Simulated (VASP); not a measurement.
# Cu: single point with PBE

Crystal: Cu.

```
Cu
1.0
    -1.40831    1.40831    1.43168
     1.40831   -1.40831    1.43168
     1.40831    1.40831   -1.43168
Cu
1
Direct
  0.00000 0.00000 0.00000
```

This cell differs from its parent crystal: volume 11.358 Å^3 an atom, c/a of the conventional cell 1.0166.

| Property | Result |
| --- | --- |
| Program | VASP 6.6.1 |
| Task | single point |
| Functional | PBE |
| Potentials or basis | VASP PAW PBE potentials, release 64 (Cu) |
| Cutoff | 520 eV |
| k mesh | 24 × 24 × 24 |
| Occupations | gaussian, width 0.15 eV |
| Spin | no spin polarisation |

- Pressure: 9.3 GPa

Stress tensor (GPa, compression positive):
```
9.29 0.00 0.00
0.00 9.29 0.00
0.00 0.00 9.46
```

Levels at points of the mesh, in eV from the Fermi level:
| k point | band 2 | band 3 | band 4 | band 5 | band 6 | band 7 | band 8 | band 9 | band 10 | band 11 |
| --- | --- | --- | --- | --- | --- | --- | --- | --- | --- | --- |
| (0.00, 0.00, 0.00) | -3.26 | -3.26 | -3.20 | -2.21 | -2.14 | 25.19 | 25.54 | 25.54 | 29.09 | 29.41 |
| (0.50, 0.00, 0.00) | -3.97 | -2.24 | -2.06 | -1.40 | -0.74 | 4.50 | 17.96 | 18.21 | 21.97 | 25.07 |
| (0.50, 0.50, 0.00) | -4.05 | -2.16 | -2.03 | -1.39 | -0.61 | 4.68 | 17.53 | 17.72 | 21.57 | 24.69 |
| (0.50, 0.50, 0.50) | -4.85 | -1.58 | -1.57 | -1.57 | 7.95 | 8.58 | 8.58 | 13.69 | 14.06 | 16.64 |

Run time: 71 s on 1 thread of Intel Xeon 6975P-C, with other jobs on the host, peak memory 0.24 GiB.
